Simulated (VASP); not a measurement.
# BiAs (rocksalt type) (Fm-3m) in VASP: relaxation of cell and atoms with PBE

Aim: the relaxation of cell and atoms of BiAs (rocksalt type) with PBE.

All numbers are computed with VASP 6.6.1; they aren't measurements. Logs are shortened: lines on timing, memory, paths and dates and some standing lists are left out, and cuts for length are marked.

## 1. The cell of the first run

It takes space group Fm-3m (No. 225, cubic). The conventional cell has a = 5.616 Å, b = 5.616 Å, c = 5.616 Å, α = 90.00°, β = 90.00°, γ = 90.00°. Within 3.7 Å of Bi (site symmetry m-3m) lie 6 As at 2.81 Å. As (site symmetry m-3m) has 6 Bi at 2.81 Å within 3.7 Å.

## 2. Relaxation of cell and atoms, PBE

File INCAR:

```
SYSTEM = BiAs
PREC = Accurate
ENCUT = 600
EDIFF = 1E-7
ISMEAR = -1
SIGMA = 0.05
LREAL = .FALSE.
LASPH = .TRUE.
NELM = 80
ALGO = Normal
ISIF = 3
LWAVE = .FALSE.
LCHARG = .FALSE.
GGA = PE
IBRION = 2
NSW = 60
EDIFFG = -0.005
```

File KPOINTS:

```
regular mesh
0
G
  13 13 13
  0 0 0
```

File POSCAR:

```
BiAs
1.0
    0.0000000000      2.8077865456      2.8077865456
    2.8077865456      0.0000000000      2.8077865456
    2.8077865456      2.8077865456      0.0000000000
Bi As
1 1
Direct
    0.0000000000      0.0000000000      0.0000000000
    0.5000000000      0.5000000000      0.5000000000
```

Potentials or basis: VASP PAW PBE potentials, release 64 (Bi_d, As).

Launch:

```bash
$ cat potpaw_PBE.64/Bi_d/POTCAR potpaw_PBE.64/As/POTCAR > POTCAR
$ mpirun -np 1 vasp_std > vasp.out
```

OUTCAR:

```text
SYSTEM = BiAs
   PREC = Accurate
   ENCUT = 600
   EDIFF = 1E-7
   ISMEAR = -1
   LREAL = .FALSE.
   LASPH = .TRUE.
   NELM = 80
   ISIF = 3
   GGA = PE
   IBRION = 2
   NSW = 60
   EDIFFG = -0.005

 ion  position               nearest neighbor table
   1  0.000  0.000  0.000-   2 2.81   2 2.81   2 2.81   2 2.81   2 2.81   2 2.81
   2  0.500  0.500  0.500-   1 2.81   1 2.81   1 2.81   1 2.81   1 2.81   1 2.81

  LATTYP: Found a face centered cubic cell.
 ALAT       =     5.6155730912

  Lattice vectors:

 A1 = (   0.0000000000,   2.8077865456,   2.8077865456)
 A2 = (   2.8077865456,   0.0000000000,   2.8077865456)
 A3 = (   2.8077865456,   2.8077865456,   0.0000000000)

Analysis of symmetry for initial positions (statically):
=====================================================================
 Subroutine PRICEL returns:
 Original cell was already a primitive cell.

 Routine SETGRP: Setting up the symmetry group for a
 face centered cubic supercell.

 Subroutine GETGRP returns: Found 48 space group operations
 (whereof 48 operations were pure point group operations)
 out of a pool of 48 trial point group operations.

The static configuration has the point symmetry O_h .

Analysis of symmetry for dynamics (positions and initial velocities):
=====================================================================
 Subroutine PRICEL returns:
 Original cell was already a primitive cell.

 Routine SETGRP: Setting up the symmetry group for a
 face centered cubic supercell.

 Subroutine GETGRP returns: Found 48 space group operations
 (whereof 48 operations were pure point group operations)
 out of a pool of 48 trial point group operations.

The dynamic configuration has the point symmetry O_h .

 Subroutine INISYM returns: Found 48 space group operations
 (whereof 48 operations are pure point group operations),
 and found     1 'primitive' translations

----------------------------------------------------------------------------------------

                                     Primitive cell

  volume of cell :      44.2713

  direct lattice vectors                    reciprocal lattice vectors
     0.000000000  2.807786546  2.807786546    -0.178076215  0.178076215  0.178076215
     2.807786546  0.000000000  2.807786546     0.178076215 -0.178076215  0.178076215
     2.807786546  2.807786546  0.000000000     0.178076215  0.178076215 -0.178076215

  length of vectors
     3.970809813  3.970809813  3.970809813     0.308437052  0.308437052  0.308437052

  position of ions in fractional coordinates (direct lattice)
     0.000000000  0.000000000  0.000000000
     0.500000000  0.500000000  0.500000000

  ion indices of the primitive-cell ions
   primitive index   ion index
                 1           1
                 2           2

----------------------------------------------------------------------------------------

 KPOINTS: regular mesh

Automatic generation of k-mesh.
 Grid dimensions read from file:
 generate k-points for:   13   13   13

 Generating k-lattice:

  Cartesian coordinates                     Fractional coordinates (reciprocal lattice)
    -0.013698170  0.013698170  0.013698170     0.076923077  0.000000000  0.000000000
     0.013698170 -0.013698170  0.013698170     0.000000000  0.076923077  0.000000000
     0.013698170  0.013698170 -0.013698170     0.000000000  0.000000000  0.076923077

  Length of vectors
     0.023725927  0.023725927  0.023725927

  Shift w.r.t. Gamma in fractional coordinates (k-lattice)
     0.000000000  0.000000000  0.000000000

 Subroutine IBZKPT returns following result:
 ===========================================

 Found     84 irreducible k-points:

 Following reciprocal coordinates:
            Coordinates               Weight
  0.000000  0.000000  0.000000      1.000000
  0.076923  0.000000  0.000000      8.000000
  0.153846  0.000000  0.000000      8.000000
  0.230769  0.000000  0.000000      8.000000
  0.307692  0.000000  0.000000      8.000000
  0.384615  0.000000  0.000000      8.000000
[... 16 lines left out ...]
  0.384615  0.153846  0.000000     24.000000
  0.461538  0.153846  0.000000     24.000000
 [... further k-points ...]
   k-points           NKPTS =     84   k-points in BZ     NKDIM =     84   number of bands    NBANDS=     14
   number of dos      NEDOS =    301   number of ions     NIONS =      2
   total plane-waves  NPLWV =  32768
   dimension x,y,z NGX =    32 NGY =   32 NGZ =   32
   dimension x,y,z NGXF=    64 NGYF=   64 NGZF=   64
   ions per type =               1   1
   NGX,Y,Z   is equivalent  to a cutoff of  13.40, 13.40, 13.40 a.u.
   NGXF,Y,Z  is equivalent  to a cutoff of  26.79, 26.79, 26.79 a.u.
 SYSTEM =  BiAs
   PREC   = accura    normal or accurate (medium, high low for compatibility)
   ISTART =      0    job   : 0-new  1-cont  2-samecut
   ICHARG =      2    charge: 1-file 2-atom 10-const
   ISPIN  =      1    spin polarized calculation?
   LNONCOLLINEAR =      F non collinear calculations
   LSORBIT =      F    spin-orbit coupling
   LASPH  =      T    aspherical Exc in radial PAW
   ENCUT  =  600.0 eV  44.10 Ry    6.64 a.u.   7.93  7.93  7.93*2*pi/ulx,y,z
   NELM   =     80;   NELMIN=  2; NELMDL= -5     # of ELM steps
   EDIFF  = 0.1E-06   stopping-criterion for ELM
   LREAL  =      F    real-space projection
   EDIFFG = -.5E-02   stopping-criterion for IOM
   NSW    =     60    number of steps for IOM
   IBRION =      2    ionic relax: 0-MD 1-quasi-New 2-CG
   NFREE  =      1    steps in history (QN), initial steepest desc. (CG)
   ISIF   =      3    stress and relaxation
   ISYM   =      2    0-nonsym 1-usesym 2-fastsym
   POTIM  = 0.5000    time-step for ionic-motion
   TEBEG  =    0.0;   TEEND  =   0.0 temperature during run
   PSTRESS=    0.0 pullay stress
   NELECT =      20.0000    total number of electrons
   NUPDOWN=      -1.0000    fix difference up-down
   EMIN   =  10.00;   EMAX   =-10.00  energy-range for DOS
   EFERMI =   0.00;   METHOD = LEGACY
   ISMEAR =    -1;   SIGMA  =   0.05  broadening in eV -4-tet -1-fermi 0-gaus
   EFERMI_NEDOS =   21; number of points for ismear=-14 and -15
   IALGO  =     38    algorithm
   IMIX   =      4    mixing-type and parameters
     AMIX     =   0.40;   BMIX     =  1.00
     AMIX_MAG =   1.60;   BMIX_MAG =  1.00
  volume/ion in A,a.u.               =      22.14       149.38
  Fermi-wavevector in a.u.,A,eV,Ry     =   1.256157  2.373793 21.469062  1.577932
  Thomas-Fermi vector in A             =   2.389879
   LORBIT       =      0    0 simple, 1 ext, 2 COOP (PROOUT), +10 PAW based schemes
   GGA     = PE    functional components
   LHFCALC =     F    Hartree Fock is set to
   AEXX    =    0.0000 exact exchange contribution
   IVDW    =     0    specifies the selected vdW correction
   LEPSILON=     F    determine dielectric tensor
   LRPA    =     F    only Hartree local field effects (RPA)
 conjugate gradient relaxation of ions
 non-spin polarized calculation
  energy-cutoff  :      600.00
  volume of cell :       44.27
 maximum number of plane-waves:      1496
   NGX = 15   NGY = 15   NGZ = 15

--------------------------------------- Ionic step        1  -------------------------------------------

 number of electron      20.0000001 magnetization

 Free energy of the ion-electron system (eV)
  ---------------------------------------------------
  ext. energy  EPLUGINS =         0.00000000
  ---------------------------------------------------
  free energy    TOTEN  =        -7.92298559 eV

  energy without entropy =       -7.91879964  energy(sigma->0) =       -7.92089261

 E-fermi :   9.0220     XC(G=0): -10.9234

 val. band max:        8.9654908351   @ k =  -0.2308   0.1538   0.0000
 cond. band min:       9.0245883338   @ k =  -0.3846   0.0769   0.0000
 fundamental gap:      0.0590974987
 Fermi energy:         9.0220186872

 k-point     1 :       0.0000    0.0000    0.0000
  band No.  band energies     occupation
      1     -14.3268      2.00000
      2     -14.3268      2.00000
      3     -14.3168      2.00000
      4     -14.3168      2.00000
      5     -14.3168      2.00000
      6      -6.5407      2.00000
      7       3.6639      2.00000
      8       6.8759      2.00000
      9       6.8759      2.00000
     10       6.8759      2.00000
     11      13.3289      0.00000
     12      13.3289      0.00000
     13      13.3289      0.00000
     14      14.5524      0.00000
[... 902 lines left out ...]
 POSITION                                       TOTAL-FORCE (eV/Angst)
 -----------------------------------------------------------------------------------
      0.00000      0.00000      0.00000        -0.000000      0.000000      0.000000
      3.02067      3.02067      3.02067         0.000000      0.000000     -0.000000
 -----------------------------------------------------------------------------------
    total drift:                                0.000000     -0.000000     -0.000000

  FREE ENERGIE OF THE ION-ELECTRON SYSTEM (eV)
  ---------------------------------------------------
  free  energy   TOTEN  =        -8.5222945565 eV

  energy  without entropy=       -8.5203625974  energy(sigma->0) =       -8.52132858

--------------------------------------- Ionic step        4  -------------------------------------------

 number of electron      19.9999999 magnetization

 Free energy of the ion-electron system (eV)
  ---------------------------------------------------
  ext. energy  EPLUGINS =         0.00000000
  ---------------------------------------------------
  free energy    TOTEN  =        -8.52246473 eV

  energy without entropy =       -8.52052528  energy(sigma->0) =       -8.52149501

 E-fermi :   6.1836     XC(G=0):  -9.9158

 val. band max:        6.1001581059   @ k =  -0.2308   0.1538   0.0000
 cond. band min:       6.2513017136   @ k =   0.4615   0.0000   0.0000
 fundamental gap:      0.1511436076
 Fermi energy:         6.1836120237

 k-point     1 :       0.0000    0.0000    0.0000
  band No.  band energies     occupation
      1     -16.8861      2.00000
      2     -16.8861      2.00000
      3     -16.8861      2.00000
      4     -16.8845      2.00000
      5     -16.8845      2.00000
      6      -7.4536      2.00000
      7      -0.3787      2.00000
      8       4.6216      2.00000
      9       4.6216      2.00000
     10       4.6216      2.00000
     11       9.8211      0.00000
     12       9.8211      0.00000
     13       9.8211      0.00000
     14      11.9556      0.00000
[... 413 lines left out ...]
 POSITION                                       TOTAL-FORCE (eV/Angst)
 -----------------------------------------------------------------------------------
      0.00000      0.00000      0.00000        -0.000000     -0.000000     -0.000000
      3.01641      3.01641      3.01641         0.000000      0.000000      0.000000
 -----------------------------------------------------------------------------------
    total drift:                                0.000000     -0.000000     -0.000000

  FREE ENERGIE OF THE ION-ELECTRON SYSTEM (eV)
  ---------------------------------------------------
  free  energy   TOTEN  =        -8.5224647303 eV

  energy  without entropy=       -8.5205252803  energy(sigma->0) =       -8.52149501

 reached required accuracy - stopping structural energy minimisation
```

Wall time 1.9 min (1 thread of Intel Xeon 6975P-C, shared host); peak memory 0.24 GiB.

Results:

* Free energy: -8.5225 eV
* Relaxed volume: 27.45 Å³/atom
* Relaxed cell: a = 4.266 Å, b = 4.266 Å, c = 4.266 Å, α = 60.00°, β = 60.00°, γ = 60.00°
* Space group after relaxing (to 0.05 Å): Fm-3m (No. 225)
* Energy gained by relaxing: 299.7 meV/atom
* Ionic steps: 4
* Pressure after relaxing: 0.0 GPa
* Band gap on the k mesh: 0.15 eV, indirect (least direct gap 0.38 eV)

Step by step:
| step | energy change (eV) | largest force (eV/Å) | pressure (GPa) | volume (Å³) |
| --- | --- | --- | --- | --- |
| 1 | 0.0000 | 0.0000 | 21.92 | 44.27 |
| 2 | -0.2573 | 0.0000 | -7.78 | 66.64 |
| 3 | -0.5993 | 0.0000 | -0.25 | 55.12 |
| 4 | -0.5995 | 0.0000 | 0.02 | 54.89 |

Final structure:
```cif
data_structure
_symmetry_space_group_name_H-M 'P 1'
_symmetry_Int_Tables_number 1
_cell_length_a 4.2659
_cell_length_b 4.2659
_cell_length_c 4.2659
_cell_angle_alpha 60.000
_cell_angle_beta 60.000
_cell_angle_gamma 60.000
_cell_volume 54.89
loop_
_atom_site_label
_atom_site_type_symbol
_atom_site_fract_x
_atom_site_fract_y
_atom_site_fract_z
_atom_site_occupancy
Bi1 Bi 0.00000 0.00000 0.00000 1
As1 As 0.50000 0.50000 0.50000 1
```

Caveat: the volume moved by over 15 % at a fixed basis, so the end points are rough; spin-orbit coupling is left out, which moves the levels of the heavy elements.
